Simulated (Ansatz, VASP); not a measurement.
**One calculation of Ge, two programs**

File INCAR:

```
SYSTEM = Ge
ALGO = Normal
EDIFF = 1E-7
ENCUT = 520
GGA = RP
ISIF = 2
ISMEAR = -1
IVDW = 13
LASPH = .TRUE.
LCHARG = .TRUE.
LELF = .TRUE.
LREAL = .FALSE.
LVHAR = .TRUE.
LWAVE = .FALSE.
NBANDS = 21
NELM = 80
PREC = Accurate
SIGMA = 0.05
```

Contents of KPOINTS:

```
k-points
0
G
  8 8 8
  0 0 0
```

The input POSCAR:

```
Ge
1.0
    0.0000000000      2.7711609388      2.7711609388
    2.7711609388      0.0000000000      2.7711609388
    2.7711609388      2.7711609388      0.0000000000
Ge
2
Direct
    0.7500000000      0.7500000000      0.7500000000
    0.5000000000      0.5000000000      0.5000000000
```

The input input.yaml:

```yaml
crystal:
  lattice:
    - [0.0, 2.7711609388, 2.7711609388]
    - [2.7711609388, 0.0, 2.7711609388]
    - [2.7711609388, 2.7711609388, 0.0]
  atoms:
    - { symbol: Ge, position: [0.75, 0.75, 0.75] }
    - { symbol: Ge, position: [0.5, 0.5, 0.5] }
hamiltonian:
  xc: rpbe
  pseudopotentials: { kind: paw }
  dispersion: d4
kpoints:
  mp_grid: { grid: [8, 8, 8] }
scf:
  occupations: { method: fermi_dirac, width: 0.05 }
output:
  forces: true
  stress: true
  eigenvalues: true
  write_density: true
  write_potential: true
  elf: true
  volumetric_format: npy
```

Alike in both runs: task single point; functional RPBE; dispersion D4; k mesh 8 × 8 × 8; occupations fermi-dirac, width 0.05 eV; no spin polarisation.

|  | VASP | Ansatz |
| --- | --- | --- |
| version | VASP 6.6.1 | Ansatz 0.2.0 |
| potentials or method | VASP PAW PBE potentials, release 64 (Ge_d) | Ansatz PAW |
| plane-wave cutoff (eV) | 520 | 420 |
| valence electrons in the cell | 28 | 28 |

|  | VASP | Ansatz | Ansatz less VASP |
| --- | --- | --- | --- |
| gap on the k mesh at the Fermi level (eV) | 0.46 | 0.45 | -0.010 |
| least direct gap on the mesh (eV) | 0.73 | 0.71 | -0.019 |
| pressure (GPa) | 5.4 | 5.5 | +0.16 |

VASP's potentials were made for PBE, not for RPBE.
